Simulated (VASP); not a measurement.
Input of a VASP 6.6.1 run:

INCAR

```
SYSTEM = KZr
PREC = Accurate
ENCUT = 520
EDIFF = 1E-6
ISMEAR = 0
SIGMA = 0.1
LREAL = .False.
LASPH = .True.
NELM = 300
ALGO = All
ISIF = 2
LWAVE = .False.
LCHARG = .False.
GGA = PE
NBANDS = 29
GGA_COMPAT = .False.
ISEARCH = 1
KPAR = 4
```

Contents of KPOINTS:

```
Automatic mesh
0
Gamma
  4 6 4
  0 0 0
```

POSCAR

```
KZr
1.0
    5.0175038796      0.0000000000      0.0000000000
    0.0000000000      3.2059518413      0.0000000000
    0.0000000000      0.0000000000      9.7367136125
K Zr
2 2
Direct
    0.7500000000      0.0000000000      0.6851792730
    0.2500000000      0.0000000000      0.3148207270
    0.7500000000      0.5000000000      0.0567848890
    0.2500000000      0.5000000000      0.9432151110
```

Potentials or basis: VASP PAW PBE potentials, release 64 (K_sv, Zr_sv).

Launch:

```sh
$ cat potpaw_PBE.64/K_sv/POTCAR potpaw_PBE.64/Zr_sv/POTCAR > POTCAR
$ mpirun -np 4 vasp_std > vasp.out
```

(1) Predict the band gap on the k mesh.

(2) Predict the pressure.

(3) What does it give for the largest force?

Answers

(1) zero (bands 21 and 22 overlap by 1.15 eV).

(2) 0.1 GPa.

(3) 0.012 eV/Å.
